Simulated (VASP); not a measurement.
Here is a VASP 6.6.1 calculation.

INCAR

```
  PREC = Accurate
  ENCUT = 600
  EDIFF = 1E-6
  ISMEAR = -1
  SIGMA = 0.1
  LREAL = False
  LASPH = True
  NELM = 60
  ALGO = Normal
  ISIF = 3
  LWAVE = False
  LCHARG = False
  GGA = CA
  IBRION = 2
  NSW = 80
  EDIFFG = -0.01
```

The input KPOINTS:

```
Automatic mesh
0
Gamma
  6 6 6
```

The input POSCAR:

```
InAs
1.0
    0.0000000000      2.8773040000      2.8773040000
    2.8773040000      0.0000000000      2.8773040000
    2.8773040000      2.8773040000      0.0000000000
In As
1 1
Direct
    0.5000000000      0.5000000000      0.5000000000
    0.0000000000      0.0000000000      0.0000000000
```

Potentials or basis: VASP PAW LDA potentials, release 64 (In_d, As).

Run with:

```console
$ cat potpaw_LDA.64/In_d/POTCAR potpaw_LDA.64/As/POTCAR > POTCAR
$ mpirun -np 1 vasp_std > vasp.out
```

Problem. What does it give for the relaxed volume?

Solution. 22.06 Å³/atom.

Problem. What does it give for the band gap on the k mesh?

Solution. Zero (band 9 reaches 7.08 eV, above the bottom of band 10 at 4.17 eV).

Problem. What does it give for the space group after relaxing (to 0.05 Å)?

Solution. Fm-3m (No. 225).

Problem. Predict the relaxed cell.

Solution. a = 3.966 Å, b = 3.966 Å, c = 3.966 Å, α = 60.00°, β = 60.00°, γ = 60.00°.

Final structure:
```yaml
crystal:
  lattice:
    - [0.00000, 2.80458, 2.80458]
    - [2.80458, 0.00000, 2.80458]
    - [2.80458, 2.80458, 0.00000]
  atoms:
    - { symbol: In, position: [0.50000, 0.50000, 0.50000] }
    - { symbol: As, position: [0.00000, 0.00000, 0.00000] }
```

Caveat: spin-orbit coupling is left out, which moves the levels of the heavy elements.
